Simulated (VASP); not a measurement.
# In (I4/mmm) in VASP: single point with PBE

Aim: the single point of In with PBE.

Everything below comes from runs of VASP 6.6.1. Logs are shortened: lines on timing, memory, paths and dates and some standing lists are left out, and cuts for length are marked.

### Step 1. The cell of the first run

The structure is tetragonal, space group I4/mmm (No. 139). The conventional cell has a = 3.390 Å, b = 3.390 Å, c = 4.784 Å, α = 90.00°, β = 90.00°, γ = 90.00°. In (site symmetry 4/mmm) has 12 In at 3.39 Å within 4.5 Å.

This isn't the form of In at room conditions, which is tetragonal.

### Step 2. Single point, PBE

INCAR

```
ALGO = Fast
EDIFF = 1E-6
ENCUT = 520
GGA = PE
ISIF = 2
ISMEAR = 0
LASPH = True
LCHARG = False
LREAL = False
LWAVE = False
NBANDS = 12
NELM = 80
PREC = Accurate
SIGMA = 0.1
```

KPOINTS

```
k-points
0
Gamma
  18 18 18
```

POSCAR

```
In
1.0
   -1.6951069662      1.6951069662      2.3920932189
    1.6951069662     -1.6951069662      2.3920932189
    1.6951069662      1.6951069662     -2.3920932189
In
1
Direct
    0.0000000000      0.0000000000      0.0000000000
```

Potentials or basis: VASP PAW PBE potentials, release 64 (In_d).

Launch:

```console
$ cat potpaw_PBE.64/In_d/POTCAR > POTCAR
$ mpirun -np 1 vasp_std > vasp.out
```

OUTCAR:

```text
EDIFF = 1E-6
   ENCUT = 520
   GGA = PE
   ISIF = 2
   ISMEAR = 0
   LASPH = True
   LREAL = False
   NELM = 80
   PREC = Accurate

 ion  position               nearest neighbor table
   1  0.000  0.000  0.000-

  LATTYP: Found a body centered tetragonal cell.
 ALAT       =     3.3902139324
 C/A-ratio  =     1.4111753810

  Lattice vectors:

 A1 = (  -1.6951069662,   1.6951069662,   2.3920932189)
 A2 = (   1.6951069662,  -1.6951069662,   2.3920932189)
 A3 = (   1.6951069662,   1.6951069662,  -2.3920932189)

Analysis of symmetry for initial positions (statically):
=====================================================================
 Subroutine PRICEL returns:
 Original cell was already a primitive cell.

 Routine SETGRP: Setting up the symmetry group for a
 body centered tetragonal supercell.

 Subroutine GETGRP returns: Found 16 space group operations
 (whereof 16 operations were pure point group operations)
 out of a pool of 16 trial point group operations.

The static configuration has the point symmetry D_4h.

Analysis of symmetry for dynamics (positions and initial velocities):
=====================================================================
 Subroutine PRICEL returns:
 Original cell was already a primitive cell.

 Routine SETGRP: Setting up the symmetry group for a
 body centered tetragonal supercell.

 Subroutine GETGRP returns: Found 16 space group operations
 (whereof 16 operations were pure point group operations)
 out of a pool of 16 trial point group operations.

The dynamic configuration has the point symmetry D_4h.

 Subroutine INISYM returns: Found 16 space group operations
 (whereof 16 operations are pure point group operations),
 and found     1 'primitive' translations

----------------------------------------------------------------------------------------

                                     Primitive cell

  volume of cell :      27.4936

  direct lattice vectors                    reciprocal lattice vectors
    -1.695106966  1.695106966  2.392093219     0.000000000  0.294966636  0.209021955
     1.695106966 -1.695106966  2.392093219     0.294966636  0.000000000  0.209021955
     1.695106966  1.695106966 -2.392093219     0.294966636  0.294966636  0.000000000

  length of vectors
     3.386574260  3.386574260  3.386574260     0.361518318  0.361518318  0.417145818

  position of ions in fractional coordinates (direct lattice)
     0.000000000  0.000000000  0.000000000

  ion indices of the primitive-cell ions
   primitive index   ion index
                 1           1

----------------------------------------------------------------------------------------

 KPOINTS: k-points

Automatic generation of k-mesh.
 Grid dimensions read from file:
 generate k-points for:   18   18   18

 Generating k-lattice:

  Cartesian coordinates                     Fractional coordinates (reciprocal lattice)
     0.000000000  0.016387035  0.011612331     0.055555556  0.000000000 -0.000000000
     0.016387035  0.000000000  0.011612331     0.000000000  0.055555556 -0.000000000
     0.016387035  0.016387035  0.000000000     0.000000000  0.000000000  0.055555556

  Length of vectors
     0.020084351  0.020084351  0.023174768

  Shift w.r.t. Gamma in fractional coordinates (k-lattice)
     0.000000000  0.000000000  0.000000000

 Subroutine IBZKPT returns following result:
 ===========================================

 Found    480 irreducible k-points:

 Following reciprocal coordinates:
            Coordinates               Weight
  0.000000  0.000000  0.000000      1.000000
  0.055556 -0.000000  0.000000      8.000000
  0.111111 -0.000000  0.000000      8.000000
  0.166667  0.000000  0.000000      8.000000
  0.222222 -0.000000  0.000000      8.000000
  0.277778 -0.000000  0.000000      8.000000
[... 16 lines left out ...]
 -0.277778  0.055556 -0.000000     16.000000
 -0.222222  0.055556 -0.000000     16.000000
 [... further k-points ...]
   k-points           NKPTS =    480   k-points in BZ     NKDIM =    480   number of bands    NBANDS=     12
   number of dos      NEDOS =    301   number of ions     NIONS =      1
   total plane-waves  NPLWV =  21952
   dimension x,y,z NGX =    28 NGY =   28 NGZ =   28
   dimension x,y,z NGXF=    56 NGYF=   56 NGZF=   56
   ions per type =               1
   NGX,Y,Z   is equivalent  to a cutoff of  13.75, 13.75, 13.75 a.u.
   NGXF,Y,Z  is equivalent  to a cutoff of  27.49, 27.49, 27.49 a.u.
 SYSTEM =  unknown system
   PREC   = accura    normal or accurate (medium, high low for compatibility)
   ISTART =      0    job   : 0-new  1-cont  2-samecut
   ICHARG =      2    charge: 1-file 2-atom 10-const
   ISPIN  =      1    spin polarized calculation?
   LNONCOLLINEAR =      F non collinear calculations
   LSORBIT =      F    spin-orbit coupling
   LASPH  =      T    aspherical Exc in radial PAW
   ENCUT  =  520.0 eV  38.22 Ry    6.18 a.u.   6.30  6.30  6.30*2*pi/ulx,y,z
   NELM   =     80;   NELMIN=  2; NELMDL= -5     # of ELM steps
   EDIFF  = 0.1E-05   stopping-criterion for ELM
   LREAL  =      F    real-space projection
   EDIFFG = 0.1E-04   stopping-criterion for IOM
   NSW    =      0    number of steps for IOM
   IBRION =     -1    ionic relax: 0-MD 1-quasi-New 2-CG
   NFREE  =      0    steps in history (QN), initial steepest desc. (CG)
   ISIF   =      2    stress and relaxation
   ISYM   =      2    0-nonsym 1-usesym 2-fastsym
   POTIM  = 0.5000    time-step for ionic-motion
   TEBEG  =    0.0;   TEEND  =   0.0 temperature during run
   PSTRESS=    0.0 pullay stress
   NELECT =      13.0000    total number of electrons
   NUPDOWN=      -1.0000    fix difference up-down
   EMIN   =  10.00;   EMAX   =-10.00  energy-range for DOS
   EFERMI =   0.00;   METHOD = LEGACY
   ISMEAR =     0;   SIGMA  =   0.10  broadening in eV -4-tet -1-fermi 0-gaus
   EFERMI_NEDOS =   21; number of points for ismear=-14 and -15
   IALGO  =     68    algorithm
   IMIX   =      4    mixing-type and parameters
     AMIX     =   0.40;   BMIX     =  1.00
     AMIX_MAG =   1.60;   BMIX_MAG =  1.00
  volume/ion in A,a.u.               =      27.49       185.54
  Fermi-wavevector in a.u.,A,eV,Ry     =   1.275396  2.410150 22.131725  1.626636
  Thomas-Fermi vector in A             =   2.408111
   LORBIT       =      0    0 simple, 1 ext, 2 COOP (PROOUT), +10 PAW based schemes
   GGA     = PE    functional components
   LHFCALC =     F    Hartree Fock is set to
   AEXX    =    0.0000 exact exchange contribution
   IVDW    =     0    specifies the selected vdW correction
   LEPSILON=     F    determine dielectric tensor
   LRPA    =     F    only Hartree local field effects (RPA)
 non-spin polarized calculation
 RMM-DIIS sequential band-by-band and
 Gauss-broadening in eV      SIGMA  =   0.10
  energy-cutoff  :      520.00
  volume of cell :       27.49
 maximum number of plane-waves:       756
 NGX is ok and might be reduce to    28
   NGX = 13   NGY = 13   NGZ = 13

 number of electron      12.9999997 magnetization

 Free energy of the ion-electron system (eV)
  ---------------------------------------------------
  ext. energy  EPLUGINS =         0.00000000
  ---------------------------------------------------
  free energy    TOTEN  =        -2.56237855 eV

  energy without entropy =       -2.56003920  energy(sigma->0) =       -2.56120888

 E-fermi :   6.9702     XC(G=0): -10.0199

 val. band max:        6.9684522959   @ k =  -0.3333  -0.4444   0.2222
 cond. band min:       6.9756534030   @ k =   0.4444   0.2222   0.1111
 fundamental gap:      0.0072011071
 Fermi energy:         6.9701861794

 k-point     1 :       0.0000    0.0000    0.0000
  band No.  band energies     occupation
      1      -7.6166      2.00000
      2      -7.6166      2.00000
      3      -7.6142      2.00000
      4      -7.4681      2.00000
      5      -7.4653      2.00000
      6      -2.2362      2.00000
      7      17.0976      0.00000
      8      17.1028      0.00000
      9      17.1028      0.00000
     10      18.3842      0.00000
     11      20.5522      0.00000
     12      20.5550      0.00000

 k-point     2 :       0.0556   -0.0000    0.0000
  band No.  band energies     occupation
      1      -7.6166      2.00000
      2      -7.6118      2.00000
      3      -7.6101      2.00000
      4      -7.4686      2.00000
      5      -7.4660      2.00000
      6      -2.1713      2.00000
      7      16.2351      0.00000
      8      16.9799      0.00000
      9      16.9810      0.00000
     10      18.2000      0.00000
     11      20.7577      0.00000
     12      20.7594      0.00000

 k-point     3 :       0.1111   -0.0000    0.0000
  band No.  band energies     occupation
      1      -7.6186      2.00000
      2      -7.5995      2.00000
      3      -7.5979      2.00000
      4      -7.4688      2.00000
      5      -7.4664      2.00000
      6      -1.9759      2.00000
      7      14.5112      0.00000
      8      16.6840      0.00000
      9      16.6883      0.00000
     10      18.0860      0.00000
     11      21.2953      0.00000
     12      21.3003      0.00000
[... 286 lines left out ...]
 k-point    23 :      -0.2778    0.0556   -0.0000
  band No.  band energies     occupation
      1      -7.6386      2.00000
      2      -7.5788      2.00000
      3      -7.5699      2.00000
      4      -7.4496      2.00000
      5      -7.4092      2.00000
      6      -0.7434      2.00000
      7       9.7384      0.00000
      8      14.9662      0.00000
      9      15.7906      0.00000
     10      17.9375      0.00000
     11      19.7589      0.00000
     12      21.4329      0.00000

 k-point    24 :      -0.2222    0.0556   -0.0000
  band No.  band energies     occupation
      1      -7.6330      2.00000
      2      -7.5757      2.00000
      3      -7.5697      2.00000
      4      -7.4731      2.00000
      5      -7.4352      2.00000
      6      -1.2967      2.00000
      7      11.4945      0.00000
      8      15.2649      0.00000
      9      16.1404      0.00000
     10      18.2325      0.00000
     11      19.9520      0.00000
     12      21.4499      0.00000

 [... further k-points ...]
[... 5 lines left out ...]
  --------------------------------------------------------------------------------------
  -------------------------------------------------------------------------------------
  Total       -0.0091532     -0.0091532     -0.0041875      0.0000000      0.0000000      0.0000000
  in kB       -0.5333972     -0.5333972     -0.2440271      0.0000000      0.0000000      0.0000000
  external PRESSURE =      -0.4369405 kB  Pullay stress =       0.0000000 kB

 VOLUME and BASIS-vectors are now :
 -----------------------------------------------------------------------------
  energy-cutoff  :      520.00
  volume of cell :       27.49
      direct lattice vectors                 reciprocal lattice vectors
    -1.695106966  1.695106966  2.392093219     0.000000000  0.294966636  0.209021955
     1.695106966 -1.695106966  2.392093219     0.294966636  0.000000000  0.209021955
     1.695106966  1.695106966 -2.392093219     0.294966636  0.294966636  0.000000000

 POSITION                                       TOTAL-FORCE (eV/Angst)
 -----------------------------------------------------------------------------------
      0.00000      0.00000      0.00000         0.000000      0.000000      0.000000
 -----------------------------------------------------------------------------------
    total drift:                               -0.000000     -0.000000     -0.000000

  FREE ENERGIE OF THE ION-ELECTRON SYSTEM (eV)
  ---------------------------------------------------
  free  energy   TOTEN  =        -2.5623785545 eV

  energy  without entropy=       -2.5600391973  energy(sigma->0) =       -2.56120888
```

It took 2.9 min on 1 thread of Intel Xeon Platinum 8259CL at 2.50GHz (Skylake/Cascade Lake), shared host; peak memory 0.27 GiB.

What came out:

| Property | Result |
| --- | --- |
| Free energy | -2.5624 eV |
| Pressure | 0.0 GPa |
| Band gap on the k mesh | zero (an odd number of electrons rules out a gap without spin polarisation) |

Caveat: spin-orbit coupling is left out, which moves the levels of the heavy elements.
